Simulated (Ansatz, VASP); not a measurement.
**AlN: VASP beside Ansatz**

The input POSCAR:

```
AlN
1.0
    3.2923468268      0.0000000000      0.0000000000
   -1.6461734134      2.8512559901      0.0000000000
    0.0000000000      0.0000000000      4.1369586208
Al N
2 2
Direct
    0.3333333333      0.6666666667      0.2500000000
    0.6666666667      0.3333333333      0.7500000000
    0.6666666667      0.3333333333      0.2500000000
    0.3333333333      0.6666666667      0.7500000000
```

Contents of INCAR.step1:

```
SYSTEM = AlN
  ALGO = Normal
  EDIFF = 1E-4
  ENCUT = 520
  GGA = PE
  ISMEAR = 0
  LASPH = .TRUE.
  LCHARG = .FALSE.
  LREAL = .FALSE.
  LWAVE = .TRUE.
  NBANDS = 16
  NELM = 100
  PREC = Accurate
  SIGMA = 0.01
```

File INCAR.step2:

```
SYSTEM = AlN
  ALGO = Normal
  EDIFF = 1E-7
  ENCUT = 520
  ISIF = 2
  ISMEAR = 0
  ISTART = 1
  LASPH = .TRUE.
  LCHARG = .FALSE.
  LMIXTAU = .TRUE.
  LREAL = .FALSE.
  LWAVE = .FALSE.
  METAGGA = R2SCAN
  NBANDS = 16
  NELM = 100
  PREC = Accurate
  SIGMA = 0.01
```

Contents of KPOINTS:

```
k-points
0
G
  9 9 6
  0 0 0
```

Input for Ansatz:

```yaml
crystal:
  lattice:
    - [3.2923468268, 0.0, 0.0]
    - [-1.6461734134, 2.8512559901, 0.0]
    - [0.0, 0.0, 4.1369586208]
  atoms:
    - { symbol: Al, position: [0.3333333333, 0.6666666667, 0.25] }
    - { symbol: Al, position: [0.6666666667, 0.3333333333, 0.75] }
    - { symbol: "N", position: [0.6666666667, 0.3333333333, 0.25] }
    - { symbol: "N", position: [0.3333333333, 0.6666666667, 0.75] }
kpoints:
  mp_grid: { grid: [9, 9, 6] }
hamiltonian:
  xc: r2scan
scf:
  occupations: { method: fixed }
  n_extra_bands: 5
output:
  forces: true
  stress: true
  eigenvalues: true
```

Alike in both runs: task single point; functional r2SCAN; k mesh 9 × 9 × 6; no spin polarisation.

|  | VASP | Ansatz |
| --- | --- | --- |
| version | VASP 6.6.1 | Ansatz 0.2.0 |
| potentials or method | VASP PAW PBE potentials, release 64 (Al, N) | plane waves, PAW |
| plane-wave cutoff (eV) | 520 | 500 |
| occupations | gaussian, width 0.01 eV | fixed |
| valence electrons in the cell | 16 | 16 |

|  | VASP | Ansatz | Ansatz less VASP |
| --- | --- | --- | --- |
| gap on the k mesh at the Fermi level (eV) | 4.06 | 4.03 | -0.031 |
| pressure (GPa) | -0.6 | 0.0 | +0.58 |
| traceless stress, the component that is largest in VASP (GPa) | -0.24 | 0.00 | +0.233 |

VASP's potentials were made for PBE, not for r2SCAN.
